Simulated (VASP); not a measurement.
# AgI: relaxation of cell and atoms with PBEsol

The system is AgI.

```
CELL_PARAMETERS angstrom
3.22505 3.22505 0.00000
-3.22505 3.22505 0.00000
0.00000 3.22505 3.22505
ATOMIC_POSITIONS crystal
Ag 0.00000 0.00000 0.00000
I 0.75000 0.25000 0.50000
```

```
Program                : VASP 6.6.1
Task                   : relaxation of cell and atoms
Functional             : PBEsol
Potentials or basis    : VASP PAW PBE potentials, release 64 (Ag, I)
Cutoff                 : 500 eV
k mesh                 : 6 × 6 × 6
Occupations            : gaussian, width 0.01 eV
Spin                   : no spin polarisation
Target pressure        : 4 GPa
Dipole correction      : no
Further INCAR settings : ALGO = Normal; EDIFF = 1e-07; IBRION = 2; EDIFFG = -0.002; NSW = 100; ISIF = 3
```

| Quantity | Value |
| --- | --- |
| Relaxed volume | 30.58 Å³/atom |
| Relaxed cell | a = 4.423 Å, b = 4.423 Å, c = 4.423 Å, α = 60.00°, β = 60.00°, γ = 90.00° |
| Space group after relaxing (to 0.05 Å) | F-43m (No. 216) |
| Energy change on relaxing (the enthalpy is what falls) | +33.3 meV/atom |
| Ionic steps | 3 |
| Pressure after relaxing | 4.0 GPa |
| Band gap on the k mesh | 1.20 eV, direct |

The path:
```csv
step,energy change (eV),largest force (eV/Å),pressure (GPa),volume (Å³)
1,0.0000,0.0000,-0.02,67.09
2,0.1255,0.0000,5.89,59.25
3,0.0665,0.0000,4.00,61.17
```

Final structure:
```cif
data_structure
_symmetry_space_group_name_H-M 'P 1'
_symmetry_Int_Tables_number 1
_cell_length_a 4.4226
_cell_length_b 4.4226
_cell_length_c 4.4226
_cell_angle_alpha 60.000
_cell_angle_beta 60.000
_cell_angle_gamma 90.000
_cell_volume 61.17
loop_
_atom_site_label
_atom_site_type_symbol
_atom_site_fract_x
_atom_site_fract_y
_atom_site_fract_z
_atom_site_occupancy
Ag1 Ag 0.00000 0.00000 0.00000 1
I1 I 0.75000 0.25000 0.50000 1
```

Levels at points of the mesh, in eV from the valence-band top:
| k point | band 5 | band 6 | band 7 | band 8 | band 9 | band 10 | band 11 | band 12 | band 13 |
| --- | --- | --- | --- | --- | --- | --- | --- | --- | --- |
| (0.00, 0.00, 0.00) | -3.65 | -3.65 | 0.00 | 0.00 | 0.00 | 1.20 | 5.45 | 5.45 | 5.45 |
| (0.50, 0.00, 0.00) | -3.61 | -3.61 | -3.45 | -0.91 | -0.91 | 2.57 | 5.99 | 5.99 | 7.21 |
| (0.50, 0.50, 0.00) | -3.53 | -3.50 | -3.10 | -2.22 | -2.22 | 3.16 | 3.67 | 8.79 | 9.96 |

Wall time 51 s on 1 thread of Intel Xeon 6975P-C (shared host), peak memory 0.22 GiB.

Caveat: the cell is relaxed towards a set pressure, so the enthalpy falls and the energy may rise; the PAW data sets were made with another functional, which shifts forces and pressure a little; spin-orbit coupling is left out, which moves the levels of the heavy elements. A hybrid or GW would open this gap; PBEsol tends to underestimate it.
